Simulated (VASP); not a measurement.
The system is PbO.

```xyz
2
Lattice="0.0000 2.7988 2.7988 2.7988 0.0000 2.7988 2.7988 2.7988 0.0000" Properties=species:S:1:pos:R:3 pbc="T T T"
Pb    0.0000    0.0000    0.0000
O     1.3994    1.3994    1.3994
```

Program: VASP 6.6.1. Alike in all runs: task single point; potentials or basis VASP PAW PBE potentials, release 64 (Pb_d, O); no spin polarisation; cell as given; cutoff (eV) 600; smearing gaussian 0.01 eV.

Task: Order these runs on this cell by their band gap on the k mesh, lowest first.
A. level PBEsol+D4; k mesh 6 × 6 × 6
B. level PBEsol; k mesh 5 × 5 × 5
C. level PBEsol; k mesh 3 × 3 × 3

Result: A (0.39 eV), B (0.98 eV), C (1.75 eV).

Caveats: some runs use coarse meshes; the structure was generated, so it needn't be the stable form of PbO; spin-orbit coupling is left out, which moves the levels of the heavy elements; an odd mesh through Γ misses points on the zone boundary, where band edges can lie (at least some runs).

A k mesh can miss the band edges, odd and even meshes differently.
